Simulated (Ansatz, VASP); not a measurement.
**Two plane-wave programs on Pd**

File INCAR:

```
SYSTEM = Pd
  PREC = Accurate
  ENCUT = 600
  EDIFF = 1E-7
  ISMEAR = 0
  SIGMA = 0.1
  LREAL = .False.
  LASPH = .True.
  NELM = 100
  ALGO = Normal
  ISIF = 3
  LWAVE = .False.
  LCHARG = .False.
  GGA = PE
  IBRION = 2
  NSW = 80
  EDIFFG = -0.01
```

The input KPOINTS:

```
regular mesh
0
Gamma
  18 18 18
  0 0 0
```

File POSCAR:

```
Pd
1.0
    0.0000000000      1.9740941822      1.9740941822
    1.9740941822      0.0000000000      1.9740941822
    1.9740941822      1.9740941822      0.0000000000
Pd
1
Direct
    0.0000000000      0.0000000000      0.0000000000
```

Input for Ansatz:

```yaml
crystal:
  lattice:
    - [0.0, 1.9740941822, 1.9740941822]
    - [1.9740941822, 0.0, 1.9740941822]
    - [1.9740941822, 1.9740941822, 0.0]
  atoms:
    - { symbol: Pd, position: [0.0, 0.0, 0.0] }
basis:
  ecutwfc: 420
kpoints:
  mp_grid: { grid: [18, 18, 18] }
hamiltonian:
  xc: pbe
scf:
  occupations: { method: gaussian, width: 0.1 }
output:
  forces: true
  stress: true
  eigenvalues: true
relax:
  adjacent_minimum: "off"
  f_tol: 0.01
  max_steps: 60
  cell: { stress_tol: 0.1 }
```

Alike in both runs: task relaxation of cell and atoms; functional PBE; k mesh 18 × 18 × 18; occupations gaussian, width 0.1 eV; no spin polarisation.

```csv
,VASP,Ansatz
version,VASP 6.6.1,Ansatz 0.2.0
potentials or method,"VASP PAW PBE potentials, release 64 (Pd), cutoff 600 eV","scalar-relativistic, plane waves, PAW"
valence electrons in the cell,10,18
```

|  | VASP | Ansatz | Ansatz less VASP |
| --- | --- | --- | --- |
| gap on the k mesh at the Fermi level, each at its own relaxed structure (eV) | none | none | - |
| relaxed volume (Å³/atom) | 15.28 | 15.32 | +0.032 |
| relaxed cell length with the largest relative difference (Å) | 2.786 | 2.788 | +0.0019 |

A gap of «none» marks a metal or a gap that the smearing closes. VASP's potentials hold 10 valence electrons a cell and Ansatz's 18, so a difference there can come from the potentials and not from the codes.
